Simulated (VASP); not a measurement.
Input of a VASP 6.6.1 run:

POSCAR

```
C
1.0
    0.0000000000      1.8183469191      1.8183469191
    1.8183469191      0.0000000000      1.8183469191
    1.8183469191      1.8183469191      0.0000000000
C
2
Direct
    0.7500000000      0.7500000000      0.7500000000
    0.5000000000      0.5000000000      0.5000000000
```

Contents of INCAR.step1:

```
SYSTEM = C
PREC = Accurate
ENCUT = 520
EDIFF = 1E-5
ISMEAR = -1
SIGMA = 0.05
LREAL = .False.
LASPH = .True.
NELM = 100
ALGO = Normal
ISIF = 2
LWAVE = .True.
LCHARG = .False.
GGA = PE
NBANDS = 11
```

The input INCAR.step2:

```
SYSTEM = C
PREC = Accurate
ENCUT = 520
EDIFF = 1E-7
ISMEAR = -1
SIGMA = 0.05
LREAL = .False.
LASPH = .True.
NELM = 100
ALGO = Normal
ISIF = 2
LWAVE = .False.
LCHARG = .False.
GGA = PS
LHFCALC = .True.
AEXX = 0.25
HFSCREEN = 0.207
PRECFOCK = Normal
ISTART = 1
NBANDS = 11
```

Contents of KPOINTS:

```
regular mesh
0
Gamma
  7 7 7
  0 0 0
```

Potentials or basis: VASP PAW PBE potentials, release 64 (C).

The run is started by

```bash
$ cat potpaw_PBE.64/C/POTCAR > POTCAR
$ cp INCAR.step1 INCAR
$ mpirun -np 1 vasp_std > vasp.out
$ cp INCAR.step2 INCAR
$ mpirun -np 1 vasp_std > vasp.out
```

Question: Predict the band gap on the k mesh.

Answer: 5.19 eV (least direct gap 6.76 eV).

Question: What does it give for the pressure?

Answer: -34.4 GPa.

Caveat: the k points lie up to 0.43 Å⁻¹ apart; the PAW data sets were made with another functional, which shifts forces and pressure a little; an odd mesh through Γ misses points on the zone boundary, where band edges can lie.
